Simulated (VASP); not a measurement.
# CdS in VASP: notebook

CdS is run at these levels: PBE, r2SCAN; tasks: single point.

Program: VASP 6.6.1. These are calculated values, not measurements. Logs are shortened: lines on timing, memory, paths and dates and some standing lists are left out, and cuts for length are marked.

**1. The cell of the first run**

The structure is tetragonal, space group I-4m2 (No. 119). Conventional cell: a = 4.157 Å, b = 4.157 Å, c = 6.073 Å, α = 90.00°, β = 90.00°, γ = 90.00°. Cd (site symmetry -4m2) has 4 S at 2.57 Å within 3.4 Å. Within 3.4 Å of S (site symmetry -4m2) lie 4 Cd at 2.57 Å.

**2. Single point, PBE (uniaxial z strain +3.3%)**

File INCAR:

```
SYSTEM = CdS
ALGO = Normal
EDIFF = 1E-6
ENCUT = 520
GGA = PE
ISIF = 2
ISMEAR = -1
LASPH = .True.
LCHARG = .True.
LELF = .True.
LREAL = .False.
LVHAR = .True.
LWAVE = .False.
NBANDS = 16
NELM = 60
PREC = Accurate
SIGMA = 0.02
```

File KPOINTS:

```
k-points
0
Gamma
  8 8 8
  0 0 0
```

File POSCAR:

```
CdS
1.0
    0.0000000000      2.9392148426      3.0365028539
    2.9392148426      0.0000000000      3.0365028539
    2.9392148426      2.9392148426      0.0000000000
Cd S
1 1
Direct
    0.0000000000      0.0000000000      0.0000000000
    0.2500000000      0.2500000000      0.2500000000
```

Potentials or basis: VASP PAW PBE potentials, release 64 (Cd, S).

Launch:

```bash
$ cat potpaw_PBE.64/Cd/POTCAR potpaw_PBE.64/S/POTCAR > POTCAR
$ mpirun -np 1 vasp_std > vasp.out
```

OUTCAR:

```text
SYSTEM = CdS
   EDIFF = 1E-6
   ENCUT = 520
   GGA = PE
   ISIF = 2
   ISMEAR = -1
   LASPH = .True.
   LREAL = .False.
   NELM = 60
   PREC = Accurate

 ion  position               nearest neighbor table
   1  0.000  0.000  0.000-   2 2.57   2 2.57   2 2.57   2 2.57
   2  0.250  0.250  0.250-   1 2.57   1 2.57   1 2.57   1 2.57

  LATTYP: Found a body centered tetragonal cell.
 ALAT       =     4.1566774931
 C/A-ratio  =     1.4610240313

  Lattice vectors:

 A1 = (  -2.9392148426,   0.0000000000,   3.0365028539)
 A2 = (   2.9392148426,   0.0000000000,   3.0365028539)
 A3 = (   0.0000000000,   2.9392148426,  -3.0365028539)

Analysis of symmetry for initial positions (statically):
=====================================================================
 Subroutine PRICEL returns:
 Original cell was already a primitive cell.

 Routine SETGRP: Setting up the symmetry group for a
 body centered tetragonal supercell.

 Subroutine GETGRP returns: Found  8 space group operations
 (whereof  8 operations were pure point group operations)
 out of a pool of 16 trial point group operations.

The static configuration has the point symmetry D_2d.

Analysis of symmetry for dynamics (positions and initial velocities):
=====================================================================
 Subroutine PRICEL returns:
 Original cell was already a primitive cell.

 Routine SETGRP: Setting up the symmetry group for a
 body centered tetragonal supercell.

 Subroutine GETGRP returns: Found  8 space group operations
 (whereof  8 operations were pure point group operations)
 out of a pool of 16 trial point group operations.

The dynamic configuration has the point symmetry D_2d.

 Subroutine INISYM returns: Found  8 space group operations
 (whereof  8 operations are pure point group operations),
 and found     1 'primitive' translations

----------------------------------------------------------------------------------------

                                     Primitive cell

  volume of cell :      52.4646

  direct lattice vectors                    reciprocal lattice vectors
     0.000000000  2.939214843  3.036502854    -0.170113458  0.170113458  0.164663109
     2.939214843  0.000000000  3.036502854     0.170113458 -0.170113458  0.164663109
     2.939214843  2.939214843  0.000000000     0.170113458  0.170113458 -0.164663109

  length of vectors
     4.226030463  4.226030463  4.156677493     0.291532359  0.291532359  0.291532359

  position of ions in fractional coordinates (direct lattice)
     0.000000000  0.000000000  0.000000000
     0.250000000  0.250000000  0.250000000

  ion indices of the primitive-cell ions
   primitive index   ion index
                 1           1
                 2           2

----------------------------------------------------------------------------------------

 KPOINTS: k-points

Automatic generation of k-mesh.
 Grid dimensions read from file:
 generate k-points for:    8    8    8

 Generating k-lattice:

  Cartesian coordinates                     Fractional coordinates (reciprocal lattice)
    -0.021264182  0.021264182  0.020582889     0.125000000 -0.000000000  0.000000000
     0.021264182 -0.021264182  0.020582889    -0.000000000  0.125000000  0.000000000
     0.021264182  0.021264182 -0.020582889     0.000000000  0.000000000  0.125000000

  Length of vectors
     0.036441545  0.036441545  0.036441545

  Shift w.r.t. Gamma in fractional coordinates (k-lattice)
     0.000000000  0.000000000  0.000000000

 Subroutine IBZKPT returns following result:
 ===========================================

 Found     59 irreducible k-points:

 Following reciprocal coordinates:
            Coordinates               Weight
  0.000000  0.000000  0.000000      1.000000
  0.125000  0.000000  0.000000      8.000000
  0.250000  0.000000  0.000000      8.000000
  0.375000  0.000000  0.000000      8.000000
  0.500000  0.000000  0.000000      4.000000
  0.125000  0.125000  0.000000      2.000000
[... 16 lines left out ...]
  0.250000  0.000000  0.125000     16.000000
  0.375000  0.000000  0.125000     16.000000
 [... further k-points ...]
   k-points           NKPTS =     59   k-points in BZ     NKDIM =     59   number of bands    NBANDS=     16
   number of dos      NEDOS =    301   number of ions     NIONS =      2
   total plane-waves  NPLWV =  32768
   dimension x,y,z NGX =    32 NGY =   32 NGZ =   32
   dimension x,y,z NGXF=    64 NGYF=   64 NGZF=   64
   ions per type =               1   1
   NGX,Y,Z   is equivalent  to a cutoff of  12.59, 12.59, 12.80 a.u.
   NGXF,Y,Z  is equivalent  to a cutoff of  25.18, 25.18, 25.60 a.u.
 SYSTEM =  CdS
   PREC   = accura    normal or accurate (medium, high low for compatibility)
   ISTART =      0    job   : 0-new  1-cont  2-samecut
   ICHARG =      2    charge: 1-file 2-atom 10-const
   ISPIN  =      1    spin polarized calculation?
   LNONCOLLINEAR =      F non collinear calculations
[... 101 lines left out ...]
  band No.  band energies     occupation
      1     -10.8128      2.00000
      2      -6.5971      2.00000
      3      -6.5778      2.00000
      4      -6.2590      2.00000
      5      -6.2469      2.00000
      6      -5.9526      2.00000
[... 8 lines left out ...]
     15      13.1881      0.00000
     16      13.3430      0.00000

 k-point     6 :       0.1250    0.1250    0.0000
  band No.  band energies     occupation
      1     -11.1177      2.00000
      2      -6.6587      2.00000
      3      -6.6464      2.00000
      4      -6.6464      2.00000
      5      -6.3034      2.00000
      6      -6.2707      2.00000
[... 8 lines left out ...]
     15      12.5577      0.00000
     16      13.0782      0.00000

 k-point     7 :       0.2500    0.1250    0.0000
  band No.  band energies     occupation
      1     -11.0125      2.00000
      2      -6.6282      2.00000
      3      -6.6013      2.00000
      4      -6.5209      2.00000
      5      -6.3066      2.00000
      6      -6.2626      2.00000
[... 8 lines left out ...]
     15      12.3568      0.00000
     16      13.4328      0.00000

 k-point     8 :       0.3750    0.1250    0.0000
  band No.  band energies     occupation
      1     -10.8799      2.00000
      2      -6.5986      2.00000
      3      -6.5628      2.00000
      4      -6.3271      2.00000
      5      -6.2543      2.00000
      6      -6.2129      2.00000
[... 8 lines left out ...]
     15      12.7275      0.00000
     16      12.8344      0.00000

 k-point     9 :       0.5000    0.1250    0.0000
  band No.  band energies     occupation
      1     -10.7982      2.00000
      2      -6.5845      2.00000
      3      -6.5501      2.00000
      4      -6.2775      2.00000
      5      -6.2556      2.00000
      6      -5.9478      2.00000
[... 8 lines left out ...]
     15      12.9806      0.00000
     16      13.2484      0.00000
[... 172 lines left out ...]
 k-point    19 :       0.5000    0.3750    0.0000
  band No.  band energies     occupation
      1     -10.7236      2.00000
      2      -6.4915      2.00000
      3      -6.4179      2.00000
      4      -6.3962      2.00000
      5      -6.2265      2.00000
      6      -5.9319      2.00000
[... 8 lines left out ...]
     15      13.5017      0.00000
     16      14.2890      0.00000

 k-point    20 :      -0.3750    0.3750    0.0000
  band No.  band energies     occupation
      1     -10.7138      2.00000
      2      -6.5185      2.00000
      3      -6.4385      2.00000
      4      -6.3495      2.00000
      5      -6.2507      2.00000
      6      -5.8044      2.00000
[... 8 lines left out ...]
     15      12.8254      0.00000
     16      14.7627      0.00000

 k-point    21 :       0.5000    0.5000    0.0000
  band No.  band energies     occupation
      1     -10.7072      2.00000
      2      -6.4839      2.00000
      3      -6.3933      2.00000
      4      -6.3933      2.00000
      5      -6.2151      2.00000
      6      -5.9317      2.00000
[... 8 lines left out ...]
     15      13.2806      0.00000
     16      14.2562      0.00000

 k-point    22 :       0.1250    0.0000    0.1250
  band No.  band energies     occupation
      1     -11.1141      2.00000
      2      -6.6650      2.00000
      3      -6.6464      2.00000
      4      -6.6414      2.00000
      5      -6.2950      2.00000
      6      -6.2754      2.00000
[... 8 lines left out ...]
     15      12.1943      0.00000
     16      13.2247      0.00000

 k-point    23 :       0.2500    0.0000    0.1250
  band No.  band energies     occupation
      1     -11.0067      2.00000
      2      -6.6282      2.00000
      3      -6.6075      2.00000
      4      -6.5199      2.00000
      5      -6.2954      2.00000
      6      -6.2632      2.00000
[... 8 lines left out ...]
     15      12.1319      0.00000
     16      13.3931      0.00000

 k-point    24 :       0.3750    0.0000    0.1250
  band No.  band energies     occupation
      1     -10.8745      2.00000
      2      -6.5942      2.00000
      3      -6.5704      2.00000
      4      -6.3460      2.00000
      5      -6.2519      2.00000
      6      -6.1843      2.00000
[... 8 lines left out ...]
     15      12.6425      0.00000
     16      12.9790      0.00000

 [... further k-points ...]
[... 5 lines left out ...]
  --------------------------------------------------------------------------------------
  -------------------------------------------------------------------------------------
  Total        0.0173119      0.0173119     -0.2082487      0.0000000     -0.0000000      0.0000000
  in kB        0.5286745      0.5286745     -6.3595525      0.0000000     -0.0000000      0.0000000
  external PRESSURE =      -1.7674012 kB  Pullay stress =       0.0000000 kB

 VOLUME and BASIS-vectors are now :
 -----------------------------------------------------------------------------
  energy-cutoff  :      520.00
  volume of cell :       52.46
      direct lattice vectors                 reciprocal lattice vectors
     0.000000000  2.939214843  3.036502854    -0.170113458  0.170113458  0.164663109
     2.939214843  0.000000000  3.036502854     0.170113458 -0.170113458  0.164663109
     2.939214843  2.939214843  0.000000000     0.170113458  0.170113458 -0.164663109

 POSITION                                       TOTAL-FORCE (eV/Angst)
 -----------------------------------------------------------------------------------
      0.00000      0.00000      0.00000        -0.000000     -0.000000     -0.000000
      1.46961      1.46961      1.51825         0.000000      0.000000      0.000000
 -----------------------------------------------------------------------------------
    total drift:                               -0.000000     -0.000000     -0.000001

  FREE ENERGIE OF THE ION-ELECTRON SYSTEM (eV)
  ---------------------------------------------------
  free  energy   TOTEN  =        -6.1450550200 eV

  energy  without entropy=       -6.1450550200  energy(sigma->0) =       -6.14505502
```

Run time: 46 s. Hardware: 1 thread of Intel Xeon 8259CL, shared host; peak memory 0.2 GiB.

Results:

- Free energy: -6.1451 eV
- Pressure: -0.2 GPa
- Band gap on the k mesh: 0.99 eV

Stress tensor (GPa, compression positive):
```
 0.05  0.00  0.00
 0.00  0.05  0.00
 0.00  0.00 -0.64
```

Caveat: the cell differs from its parent crystal (uniaxial z strain +3.3%); the structure was generated, so it needn't be the stable form of CdS.

**3. Single point, PBE (shear xy strain +4.2%)**

File INCAR:

```
SYSTEM = CdS
PREC     = Accurate       ! precision mode
ENCUT    = 520            ! plane-wave cutoff, eV
EDIFF    = 1E-6           ! SCF threshold, eV
ISMEAR   = -1             ! smearing method
SIGMA    = 0.02           ! smearing width, eV
LREAL    = .False.        ! projectors in reciprocal space
LASPH    = .True.         ! aspherical terms in the spheres
NELM     = 60             ! most SCF steps
ALGO     = Normal         ! electronic algorithm
ISIF     = 2              ! what is computed and relaxed
LWAVE    = .False.        ! write WAVECAR
LCHARG   = .False.        ! write CHGCAR
GGA      = PE             ! functional
NBANDS   = 16             ! bands
```

File KPOINTS:

```
regular mesh
0
Gamma
  8 8 8
  0 0 0
```

File POSCAR:

```
CdS
1.0
    0.0611356687      2.9392148426      2.9392148426
    2.9392148426      0.0611356687      2.9392148426
    3.0003505114      3.0003505114      0.0000000001
Cd S
1 1
Direct
    0.0045966374      0.0045966374     -0.0045966374
    0.2454033626      0.2454033626      0.2545966374
```

Potentials or basis: VASP PAW PBE potentials, release 64 (Cd, S).

Launch:

```bash
$ cat potpaw_PBE.64/Cd/POTCAR potpaw_PBE.64/S/POTCAR > POTCAR
$ mpirun -np 1 vasp_std > vasp.out
```

Wall time 1.7 min (1 thread of Intel Xeon 8259CL, shared host); peak memory 0.22 GiB.

It converged, with:

```yaml
Free_energy: -6.1322 eV
Pressure: 1.7 GPa
Largest_force: 0.003 eV/Å
Band_gap_on_the_k_mesh: 1.00 eV
```

Forces on the atoms (eV/Å):
```
Cd   0.000  0.000  0.003
S    0.000  0.000 -0.003
```

Stress tensor (GPa, compression positive):
```
 1.69 -1.05  0.00
-1.05  1.69  0.00
 0.00  0.00  1.68
```

Levels at points of the mesh, in eV from the valence-band top:
| k point | band 6 | band 7 | band 8 | band 9 | band 10 | band 11 | band 12 | band 13 |
| --- | --- | --- | --- | --- | --- | --- | --- | --- |
| (0.00, 0.00, 0.00) | -7.28 | -0.16 | -0.09 | 0.00 | 1.00 | 6.24 | 6.49 | 6.73 |
| (0.50, 0.00, 0.00) | -6.89 | -4.28 | -0.91 | -0.78 | 2.77 | 6.81 | 6.82 | 7.41 |
| (0.50, 0.50, 0.00) | -6.86 | -3.93 | -2.04 | -1.70 | 3.38 | 4.38 | 9.06 | 10.52 |
| (0.00, 0.00, 0.50) | -6.95 | -4.40 | -0.82 | -0.68 | 3.02 | 7.00 | 7.07 | 7.27 |
| (0.50, 0.00, 0.50) | -6.86 | -3.92 | -1.87 | -1.87 | 3.50 | 4.24 | 8.99 | 10.52 |

Caveat: the cell differs from its parent crystal (shear xy strain +4.2%); the structure was generated, so it needn't be the stable form of CdS.

**4. Single point, r2SCAN (uniaxial z strain +3.3%)**

File POSCAR:

```
CdS
1.0
    0.0000000000      2.9392148426      3.0365028539
    2.9392148426      0.0000000000      3.0365028539
    2.9392148426      2.9392148426      0.0000000000
Cd S
1 1
Direct
    0.0000000000      0.0000000000      0.0000000000
    0.2500000000      0.2500000000      0.2500000000
```

File INCAR.step1:

```
SYSTEM = CdS
ALGO = Normal
EDIFF = 1E-4
ENCUT = 520
GGA = PE
ISMEAR = 0
LASPH = .TRUE.
LCHARG = .FALSE.
LREAL = .FALSE.
LWAVE = .TRUE.
NBANDS = 16
NELM = 60
PREC = Accurate
SIGMA = 0.01
```

File INCAR.step2:

```
SYSTEM = CdS
ALGO = Normal
EDIFF = 1E-6
ENCUT = 520
ISIF = 2
ISMEAR = 0
ISTART = 1
LASPH = .TRUE.
LCHARG = .FALSE.
LMIXTAU = .TRUE.
LREAL = .FALSE.
LWAVE = .FALSE.
METAGGA = R2SCAN
NBANDS = 16
NELM = 60
PREC = Accurate
SIGMA = 0.01
```

File KPOINTS:

```
k-points
0
G
  8 8 8
  0 0 0
```

Launch:

```bash
$ cat potpaw_PBE.64/Cd/POTCAR potpaw_PBE.64/S/POTCAR > POTCAR
$ cp INCAR.step1 INCAR
$ mpirun -np 1 vasp_std > vasp.out
$ cp INCAR.step2 INCAR
$ mpirun -np 1 vasp_std > vasp.out
```

Wall time 3.3 min (1 thread of Intel Xeon 8259CL, shared host); peak memory 0.21 GiB.

It converged, with:

```yaml
Free_energy: -29.6766 eV
Pressure: -1.6 GPa
Band_gap_on_the_k_mesh: 1.43 eV
```

Stress tensor (GPa, compression positive):
```
-1.38  0.00  0.00
 0.00 -1.38  0.00
 0.00  0.00 -2.09
```

Levels at points of the mesh, in eV from the valence-band top:
| k point | band 7 | band 8 | band 9 | band 10 | band 11 | band 12 |
| --- | --- | --- | --- | --- | --- | --- |
| (0.00, 0.00, 0.00) | -0.10 | 0.00 | 0.00 | 1.43 | 7.05 | 7.05 |
| (0.50, 0.00, 0.00) | -4.16 | -0.79 | -0.65 | 3.34 | 7.32 | 7.57 |
| (0.50, 0.50, 0.00) | -3.89 | -1.68 | -1.68 | 3.97 | 4.83 | 9.28 |
| (0.50, 0.00, 0.50) | -3.70 | -1.83 | -1.78 | 3.86 | 4.56 | 9.60 |

Caveat: the cell differs from its parent crystal (uniaxial z strain +3.3%); the structure was generated, so it needn't be the stable form of CdS; the PAW data sets were made with another functional, which shifts forces and pressure a little.

**5. Single point, r2SCAN (shear xy strain +4.2%)**

File POSCAR:

```
CdS
1.0
    0.0611356687      2.9392148426      2.9392148426
    2.9392148426      0.0611356687      2.9392148426
    3.0003505114      3.0003505114      0.0000000001
Cd S
1 1
Direct
    0.0045966374      0.0045966374     -0.0045966374
    0.2454033626      0.2454033626      0.2545966374
```

INCAR.step1, as its differences from that of step 4:

```diff
@@ -11,3 +11,3 @@
 NBANDS = 16
-NELM = 60
+NELM = 80
 PREC = Accurate
```

File INCAR.step2:

```
SYSTEM = CdS
ALGO = Normal
EDIFF = 1E-6
ENCUT = 520
ISIF = 2
ISMEAR = 0
ISTART = 1
LASPH = .TRUE.
LCHARG = .TRUE.
LELF = .TRUE.
LMIXTAU = .TRUE.
LREAL = .FALSE.
LVHAR = .TRUE.
LWAVE = .FALSE.
METAGGA = R2SCAN
NBANDS = 16
NELM = 80
PREC = Accurate
SIGMA = 0.01
```

KPOINTS is that of step 4.

Launch:

```bash
$ cat potpaw_PBE.64/Cd/POTCAR potpaw_PBE.64/S/POTCAR > POTCAR
$ cp INCAR.step1 INCAR
$ mpirun -np 1 vasp_std > vasp.out
$ cp INCAR.step2 INCAR
$ mpirun -np 1 vasp_std > vasp.out
```

It took 4.9 min on 1 thread of Intel Xeon 8259CL, shared host; peak memory 0.23 GiB.

The run converged. Its results:

```
Free energy            : -29.6789 eV
Pressure               : 0.3 GPa
Largest force          : 0.005 eV/Å
Band gap on the k mesh : 1.44 eV
```

Forces on the atoms (eV/Å):
```
Cd   0.000  0.000  0.005
S    0.000  0.000 -0.005
```

Stress tensor (GPa, compression positive):
```
 0.27 -1.09  0.00
-1.09  0.27  0.00
 0.00  0.00  0.25
```

Levels at points of the mesh, in eV from the valence-band top:
| k point | band 6 | band 7 | band 8 | band 9 | band 10 | band 11 | band 12 | band 13 |
| --- | --- | --- | --- | --- | --- | --- | --- | --- |
| (0.00, 0.00, 0.00) | -7.49 | -0.16 | -0.09 | 0.00 | 1.44 | 6.75 | 7.02 | 7.27 |
| (0.50, 0.00, 0.00) | -7.10 | -4.34 | -0.93 | -0.79 | 3.22 | 7.27 | 7.27 | 7.82 |
| (0.50, 0.50, 0.00) | -7.06 | -3.96 | -2.09 | -1.75 | 3.67 | 4.78 | 9.61 | 11.28 |
| (0.00, 0.00, 0.50) | -7.15 | -4.46 | -0.84 | -0.69 | 3.49 | 7.47 | 7.54 | 7.70 |
| (0.50, 0.00, 0.50) | -7.06 | -3.95 | -1.92 | -1.92 | 3.79 | 4.64 | 9.54 | 11.28 |

Caveat: the cell differs from its parent crystal (shear xy strain +4.2%); the structure was generated, so it needn't be the stable form of CdS; the PAW data sets were made with another functional, which shifts forces and pressure a little.

**6. Overview**

```csv
level,cell,smearing,gap on the mesh (eV),pressure (GPa)
PBE,"a = 4.226, b = 4.226, c = 4.157 Å, angles 60.5, 60.5, 58.9°, 2 atoms, uniaxial z strain +3.3%",fermi-dirac 0.02 eV,0.99,-0.2
PBE,"a = 4.157, b = 4.157, c = 4.243 Å, angles 59.3, 59.3, 58.6°, 2 atoms, shear xy strain +4.2%",fermi-dirac 0.02 eV,1.00,1.7
r2SCAN,"a = 4.226, b = 4.226, c = 4.157 Å, angles 60.5, 60.5, 58.9°, 2 atoms, uniaxial z strain +3.3%",gaussian 0.01 eV,1.43,-1.6
r2SCAN,"a = 4.157, b = 4.157, c = 4.243 Å, angles 59.3, 59.3, 58.6°, 2 atoms, shear xy strain +4.2%",gaussian 0.01 eV,1.44,0.3
```

Alike in all rows: task single point; potentials or basis VASP PAW PBE potentials, release 64 (Cd, S); no spin polarisation; k mesh 8 × 8 × 8; cutoff (eV) 520.

Caveats: the structure was generated, so it needn't be the stable form of CdS; the PAW data sets were made with another functional, which shifts forces and pressure a little (at least some runs).

Absolute energies hang on the potentials; compare differences alone.
